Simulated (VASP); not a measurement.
# Zr (Cmcm) in VASP: notebook

Runs on Zr. Level: PBE. Tasks: single point.

All numbers are computed with VASP 6.6.1; they aren't measurements. Logs are shortened: lines on timing, memory, paths and dates and some standing lists are left out, and cuts for length are marked.

## 1. The cell of the first run

The structure is orthorhombic, space group Cmcm (No. 63). The conventional cell has a = 3.135 Å, b = 5.766 Å, c = 5.147 Å, α = 90.00°, β = 90.00°, γ = 90.00°. Within 4.1 Å of Zr (site symmetry m2m) lie 12 Zr at 3.14 to 3.28 Å.

## 2. Single point, PBE (strain -0.0300 x Voigt [1, -1, 0, 0, 0, 0])

Input file INCAR:

```
SYSTEM = Zr
ALGO = Fast
EDIFF = 1E-7
ENCUT = 520
GGA = PE
ISIF = 2
ISMEAR = 0
LASPH = .TRUE.
LCHARG = .FALSE.
LREAL = .FALSE.
LWAVE = .FALSE.
NBANDS = 19
NELM = 60
PREC = Accurate
SIGMA = 0.15
```

Input file KPOINTS:

```
k-points
0
G
  18 18 10
  0 0 0
```

Input file POSCAR:

```
Zr
1.0
    3.1350382758      0.0000000000      0.0000000000
   -1.5675191379      2.8829623427      0.0000000000
    0.0000000000      0.0000000000      5.1470000000
Zr
2
Direct
    0.3333333333      0.6666666667      0.2500000000
    0.6666666667      0.3333333333      0.7500000000
```

Potentials or basis: VASP PAW PBE potentials, release 64 (Zr_sv).

Run with:

```sh
> cat potpaw_PBE.64/Zr_sv/POTCAR > POTCAR
> mpirun -np 1 vasp_std > vasp.out
```

OUTCAR:

```text
SYSTEM = Zr
   EDIFF = 1E-7
   ENCUT = 520
   GGA = PE
   ISIF = 2
   ISMEAR = 0
   LASPH = .TRUE.
   LREAL = .FALSE.
   NELM = 60
   PREC = Accurate

 ion  position               nearest neighbor table
   1  0.333  0.667  0.250-   2 3.16   2 3.16   2 3.16   2 3.16   2 3.21   2 3.21
   2  0.667  0.333  0.750-   1 3.16   1 3.16   1 3.16   1 3.16   1 3.21   1 3.21

  LATTYP: Found a base centered orthorhombic cell.
 ALAT       =     3.1350382758
 B/A-ratio  =     1.8391879710
 C/A-ratio  =     1.6417662393

  Lattice vectors:

 A1 = (   1.5675191379,  -2.8829623427,   0.0000000000)
 A2 = (   1.5675191379,   2.8829623427,   0.0000000000)
 A3 = (   0.0000000000,   0.0000000000,   5.1470000000)

Analysis of symmetry for initial positions (statically):
=====================================================================
 Subroutine PRICEL returns:
 Original cell was already a primitive cell.

 Routine SETGRP: Setting up the symmetry group for a
 base centered orthorhombic supercell.

 Subroutine GETGRP returns: Found  8 space group operations
 (whereof  4 operations were pure point group operations)
 out of a pool of  8 trial point group operations.

The static configuration has the point symmetry C_2h.
 The point group associated with its full space group is D_2h.

Analysis of symmetry for dynamics (positions and initial velocities):
=====================================================================
 Subroutine PRICEL returns:
 Original cell was already a primitive cell.

 Routine SETGRP: Setting up the symmetry group for a
 base centered orthorhombic supercell.

 Subroutine GETGRP returns: Found  8 space group operations
 (whereof  4 operations were pure point group operations)
 out of a pool of  8 trial point group operations.

The dynamic configuration has the point symmetry C_2h.
 The point group associated with its full space group is D_2h.

 Subroutine INISYM returns: Found  8 space group operations
 (whereof  4 operations are pure point group operations),
 and found     1 'primitive' translations

----------------------------------------------------------------------------------------

                                     Primitive cell

  volume of cell :      46.5196

  direct lattice vectors                    reciprocal lattice vectors
     3.135038276  0.000000000  0.000000000     0.318975372  0.173432720  0.000000000
    -1.567519138  2.882962343  0.000000000     0.000000000  0.346865439  0.000000000
     0.000000000  0.000000000  5.147000000     0.000000000  0.000000000  0.194287935

  length of vectors
[... 81 lines left out ...]
   NELM   =     60;   NELMIN=  2; NELMDL= -5     # of ELM steps
   EDIFF  = 0.1E-06   stopping-criterion for ELM
   LREAL  =      F    real-space projection
   EDIFFG = 0.1E-05   stopping-criterion for IOM
   NSW    =      0    number of steps for IOM
   IBRION =     -1    ionic relax: 0-MD 1-quasi-New 2-CG
   NFREE  =      0    steps in history (QN), initial steepest desc. (CG)
   ISIF   =      2    stress and relaxation
   ISYM   =      2    0-nonsym 1-usesym 2-fastsym
   POTIM  = 0.5000    time-step for ionic-motion
   TEBEG  =    0.0;   TEEND  =   0.0 temperature during run
   PSTRESS=    0.0 pullay stress
   NELECT =      24.0000    total number of electrons
   NUPDOWN=      -1.0000    fix difference up-down
   EMIN   =  10.00;   EMAX   =-10.00  energy-range for DOS
   EFERMI =   0.00;   METHOD = LEGACY
   ISMEAR =     0;   SIGMA  =   0.15  broadening in eV -4-tet -1-fermi 0-gaus
   EFERMI_NEDOS =   21; number of points for ismear=-14 and -15
   IALGO  =     68    algorithm
   IMIX   =      4    mixing-type and parameters
     AMIX     =   0.40;   BMIX     =  1.00
     AMIX_MAG =   1.60;   BMIX_MAG =  1.00
  volume/ion in A,a.u.               =      23.26       156.96
  Fermi-wavevector in a.u.,A,eV,Ry     =   1.313006  2.481221 23.456223  1.723984
  Thomas-Fermi vector in A             =   2.443358
   LORBIT       =      0    0 simple, 1 ext, 2 COOP (PROOUT), +10 PAW based schemes
   GGA     = PE    functional components
   LHFCALC =     F    Hartree Fock is set to
   AEXX    =    0.0000 exact exchange contribution
   IVDW    =     0    specifies the selected vdW correction
   LEPSILON=     F    determine dielectric tensor
   LRPA    =     F    only Hartree local field effects (RPA)
 non-spin polarized calculation
 RMM-DIIS sequential band-by-band and
 Gauss-broadening in eV      SIGMA  =   0.15
  energy-cutoff  :      520.00
  volume of cell :       46.52
 maximum number of plane-waves:      1276
   NGX = 11   NGY = 13   NGZ = 19

 number of electron      24.0000000 magnetization

 Free energy of the ion-electron system (eV)
  ---------------------------------------------------
  ext. energy  EPLUGINS =         0.00000000
  ---------------------------------------------------
  free energy    TOTEN  =       -17.02619356 eV

  energy without entropy =      -17.00227978  energy(sigma->0) =      -17.01423667

 E-fermi :   8.9821     XC(G=0): -11.0843

 val. band max:        8.9790143096   @ k =   0.0000   0.1111   0.3000
 cond. band min:       8.9827121892   @ k =   0.1667   0.2222   0.5000
 fundamental gap:      0.0036978796
 Fermi energy:         8.9821278830

 k-point     1 :       0.0000    0.0000    0.0000
  band No.  band energies     occupation
      1     -39.8300      2.00000
      2     -39.6750      2.00000
      3     -18.3548      2.00000
      4     -17.5206      2.00000
      5     -17.4362      2.00000
      6     -17.3796      2.00000
[... 505 lines left out ...]
      6     -17.5985      2.00000
[... 11 lines left out ...]
     18      12.0321      0.00000
     19      13.9541      0.00000

 [... further k-points ...]

------------------------ aborting loop because EDIFF is reached ----------------------------------------

  FORCE on cell =-STRESS in cart. coord.  units (eV):
  Direction    XX          YY          ZZ          XY          YZ          ZX
  --------------------------------------------------------------------------------------
  -------------------------------------------------------------------------------------
  Total        0.9886145     -0.6702086      0.1703194      0.0000000      0.0000000      0.0000000
  in kB       34.0487826    -23.0825929      5.8659537      0.0000000      0.0000000      0.0000000
  external PRESSURE =       5.6107145 kB  Pullay stress =       0.0000000 kB

 VOLUME and BASIS-vectors are now :
 -----------------------------------------------------------------------------
  energy-cutoff  :      520.00
  volume of cell :       46.52
      direct lattice vectors                 reciprocal lattice vectors
     3.135038276  0.000000000  0.000000000     0.318975372  0.173432720  0.000000000
    -1.567519138  2.882962343  0.000000000     0.000000000  0.346865439  0.000000000
     0.000000000  0.000000000  5.147000000     0.000000000  0.000000000  0.194287935

 POSITION                                       TOTAL-FORCE (eV/Angst)
 -----------------------------------------------------------------------------------
     -0.00000      1.92197      1.28675        -0.000000      0.094248     -0.000000
      1.56752      0.96099      3.86025         0.000000     -0.094248      0.000000
 -----------------------------------------------------------------------------------
    total drift:                               -0.000000      0.000000     -0.000000

  FREE ENERGIE OF THE ION-ELECTRON SYSTEM (eV)
  ---------------------------------------------------
  free  energy   TOTEN  =       -17.0261935592 eV

  energy  without entropy=      -17.0022797788  energy(sigma->0) =      -17.01423667
```

stdout:

```text
POSCAR found type information on POSCAR Zr
 POSCAR found :  1 types and       2 ions
 scaLAPACK will be used
 LDA part: xc-table for (Slater+PW92), standard interpolation
[... 54 lines left out ...]
 num prob  num prob WARNING in EDDRMM: call to ZHEGV failed, returncode =   6  3      9
 num prob  num prob  num prob  num prob  num prob  num prob  num prob  num prob  num prob  num prob WARNING in EDDRMM: call to ZHEGV failed, returncode =   8  4      8
WARNING in EDDRMM: call to ZHEGV failed, returncode =   8  4      8
 num prob  num prob  num prob  num prob  num prob  num prob  num prob  num prob  num prob  num prob  num prob  num prob WARNING in EDDRMM: call to ZHEGV failed, returncode =   8  4      3
 num prob  num prob  num prob  num prob  num prob  num prob WARNING in EDDRMM: call to ZHEGV failed, returncode =   8  4      3
WARNING in EDDRMM: call to ZHEG
```

Run time: 6.4 min. Hardware: 1 thread of Intel Xeon 6975P-C (Granite Rapids), shared host; peak memory 0.47 GiB.

What came out:

```yaml
Free_energy: -17.0262 eV
Pressure: 0.6 GPa
Largest_force: 0.094 eV/Å
Band_gap_on_the_k_mesh: zero (bands 12 and 13 overlap by 1.28 eV)
```

Forces in eV/Å, atoms in the order of the input:
```
Zr   0.000  0.094  0.000
Zr   0.000 -0.094  0.000
```

Stress tensor (GPa, compression positive):
```
 3.40  0.00  0.00
 0.00 -2.31  0.00
 0.00  0.00  0.59
```

Caveat: the cell differs from its parent crystal (strain -0.0300 x Voigt [1, -1, 0, 0, 0, 0]); the stress differs along the axes, from -2 to 3 GPa.

## 3. Single point, PBE (strain +0.0200 x Voigt [1, -1, 0, 0, 0, 0])

Input file INCAR:

```
SYSTEM = Zr
  PREC = Accurate
  ENCUT = 520
  EDIFF = 1E-6
  ISMEAR = 0
  SIGMA = 0.15
  LREAL = .FALSE.
  LASPH = .TRUE.
  NELM = 60
  ALGO = Fast
  ISIF = 2
  LWAVE = .FALSE.
  LCHARG = .FALSE.
  GGA = PE
  NBANDS = 19
```

Input file KPOINTS:

```
Automatic mesh
0
G
  18 18 10
  0 0 0
```

Input file POSCAR:

```
Zr
1.0
    3.2966381870      0.0000000000      0.0000000000
   -1.6483190935      2.7430127144      0.0000000000
    0.0000000000      0.0000000000      5.1470000000
Zr
2
Direct
    0.3333333333      0.6666666667      0.2500000000
    0.6666666667      0.3333333333      0.7500000000
```

Potentials or basis: VASP PAW PBE potentials, release 64 (Zr_sv).

Run with:

```sh
> cat potpaw_PBE.64/Zr_sv/POTCAR > POTCAR
> mpirun -np 1 vasp_std > vasp.out
```

Wall time 5.6 min (1 thread of Intel Xeon 6975P-C (Granite Rapids), shared host); peak memory 0.47 GiB.

The run converged. Its results:

| Property | Result |
| --- | --- |
| Free energy | -17.0406 eV |
| Pressure | 0.5 GPa |
| Largest force | 0.081 eV/Å |
| Band gap on the k mesh | zero (bands 12 and 13 overlap by 1.29 eV) |

Forces on the atoms (eV/Å):
```
Zr   0.000 -0.081  0.000
Zr   0.000  0.081  0.000
```

Stress tensor (GPa, compression positive):
```
-1.40  0.00  0.00
 0.00  2.26  0.00
 0.00  0.00  0.70
```

Levels at points of the mesh, in eV from the Fermi level:
```csv
k point,band 9,band 10,band 11,band 12,band 13,band 14,band 15,band 16
"(0.00, 0.00, 0.00)",-5.65,-3.02,0.55,1.02,1.18,1.21,1.27,1.87
"(0.50, 0.00, 0.00)",-2.54,-2.51,-2.13,-0.28,0.59,0.86,1.37,4.81
"(0.00, 0.50, 0.00)",-2.59,-2.48,-2.13,-0.04,0.29,0.84,1.68,5.00
"(0.00, 0.00, 0.50)",-3.94,-3.94,0.05,0.05,0.49,0.49,1.07,1.07
"(0.50, 0.00, 0.50)",-2.86,-2.86,-1.05,-1.05,1.56,1.56,2.33,2.33
"(0.00, 0.50, 0.50)",-2.84,-2.84,-1.03,-1.03,1.80,1.80,2.00,2.00
```

Caveat: the cell differs from its parent crystal (strain +0.0200 x Voigt [1, -1, 0, 0, 0, 0]).
